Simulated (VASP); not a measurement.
Input of a VASP 6.6.1 run:

INCAR

```
ALGO = Normal ; EDIFF = 1E-7
ENCUT = 520 ; ISIF = 2
ISMEAR = -1 ; LASPH = T
LCHARG = T ; LELF = T
LREAL = F ; LVHAR = T
LWAVE = F ; NBANDS = 28
NELM = 100 ; PREC = Accurate
SIGMA = 0.08
```

Contents of KPOINTS:

```
k-points
0
Gamma
  9 9 9
```

File POSCAR:

```
AgPt3
1.0
    3.9000000000      0.0000000000      0.0000000000
    0.0000000000      3.9000000000      0.0000000000
    0.0000000000      0.0000000000      3.8610000000
Ag Pt
1 3
Direct
    0.0000000000      0.0000000000      0.0000000000
    0.0000000000      0.5000000000      0.5000000000
    0.5000000000      0.0000000000      0.5000000000
    0.5000000000      0.5000000000      0.0000000000
```

Potentials or basis: VASP PAW LDA potentials, release 64 (Ag, Pt).

The run is started by

```sh
$ cat potpaw_LDA.64/Ag/POTCAR potpaw_LDA.64/Pt/POTCAR > POTCAR
$ mpirun -np 1 vasp_std > vasp.out
```

Q: What does it give for the band gap on the k mesh?

A: Zero (an odd number of electrons rules out a gap without spin polarisation).

Q: Estimate the pressure.

A: 5.7 GPa.

Stress tensor (GPa, compression positive):
```
5.35 0.00 0.00
0.00 5.35 0.00
0.00 0.00 6.49
```

Caveat: the cell differs from its parent crystal (zz strain of -1 %); the cell stands under pressure; spin-orbit coupling is left out, which moves the levels of the heavy elements.
